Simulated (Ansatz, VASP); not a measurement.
## One calculation of SnTe2, two programs

The input INCAR:

```
SYSTEM = SnTe2
  PREC = Accurate
  ENCUT = 500
  EDIFF = 1E-6
  ISMEAR = -1
  SIGMA = 0.05
  LREAL = .FALSE.
  LASPH = .TRUE.
  NELM = 120
  ALGO = Normal
  ISIF = 2
  LWAVE = .FALSE.
  LCHARG = .FALSE.
  GGA = PE
  NBANDS = 20
  GGA_COMPAT = .FALSE.
```

Contents of KPOINTS:

```
regular mesh
0
G
  10 10 10
  0 0 0
```

Contents of POSCAR:

```
SnTe2
1.0
    0.0000000000      3.7591167463      3.7591167463
    3.7591167463      0.0000000000      3.7591167463
    3.7591167463      3.7591167463      0.0000000000
Sn Te
1 2
Direct
    0.0000000000      0.0000000000      0.0000000000
    0.2500000000      0.2500000000      0.2500000000
    0.7500000000      0.7500000000      0.7500000000
```

Input for Ansatz:

```yaml
crystal:
  lattice:
    - [0.0, 3.7591167463, 3.7591167463]
    - [3.7591167463, 0.0, 3.7591167463]
    - [3.7591167463, 3.7591167463, 0.0]
  atoms:
    - { symbol: Sn, position: [0.0, 0.0, 0.0] }
    - { symbol: Te, position: [0.25, 0.25, 0.25] }
    - { symbol: Te, position: [0.75, 0.75, 0.75] }
kpoints:
  mp_grid: { grid: [10, 10, 10] }
scf:
  occupations: { method: fermi_dirac, width: 0.05 }
hamiltonian:
  xc: pbe
  pseudopotentials: { kind: all_electron, lapw: { basis_error: 0.0005 } }
output:
  forces: true
  stress: true
  eigenvalues: true
```

Change from the starting cell: volume scaled by 1.03.

Alike in both runs: task single point; functional PBE; k mesh 10 × 10 × 10; occupations fermi-dirac, width 0.05 eV; no spin polarisation.

|  | VASP | Ansatz |
| --- | --- | --- |
| version | VASP 6.6.1 | Ansatz 0.2.0 |
| potentials or method | VASP PAW PBE potentials, release 64 (Sn_d, Te), cutoff 500 eV | all-electron LAPW, scalar-relativistic |

```csv
,VASP,Ansatz,Ansatz less VASP
pressure (GPa),-1.0,-1.0,+0.05
```

Ansatz ran all-electron here, and VASP with PAW potentials.

Spin-orbit coupling is off throughout.
